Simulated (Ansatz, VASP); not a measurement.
Two plane-wave programs on Co

```
CELL_PARAMETERS angstrom
1.44818 0.83611 3.46777
-1.44818 0.83611 3.46777
0.00000 -1.67222 3.46777
ATOMIC_POSITIONS crystal
Co 0.05770 0.05770 0.05770
Co 0.94230 0.94230 0.94230
```

Alike in both runs: task single point; functional PBE; k mesh 9 × 9 × 9; occupations gaussian, width 0.1 eV; collinear spin.

|  | VASP | Ansatz |
| --- | --- | --- |
| version | VASP 6.6.1 | Ansatz 0.2.0 |
| potentials or method | VASP PAW PBE potentials, release 64 (Co), cutoff 520 eV | scalar-relativistic, plane waves, PAW |
| valence electrons in the cell | 18 | 34 |

|  | VASP | Ansatz | Ansatz less VASP |
| --- | --- | --- | --- |
| gap on the k mesh at the Fermi level (eV) | none | none | - |
| rms of the force components (eV/Å) | 13.658 | 85.295 | +71.6362 |
| net moment per atom (μB) | 0.89 | 0.00 | -0.890 |
| size of the moment on the site where the two differ most (μB) | 0.84 | 0.00 | -0.844 |

The net moments are unlike, so the other rows may belong to different states. Site moments also hang on the region over which each program counts them. Atom by atom the forces differ by 71.636 eV/Å (rms over components). A gap of «none» marks a metal or a gap that the smearing closes. VASP's potentials hold 18 valence electrons a cell and Ansatz's 34, so a difference there can come from the potentials and not from the codes. Ansatz's warnings: seeded moment not kept.
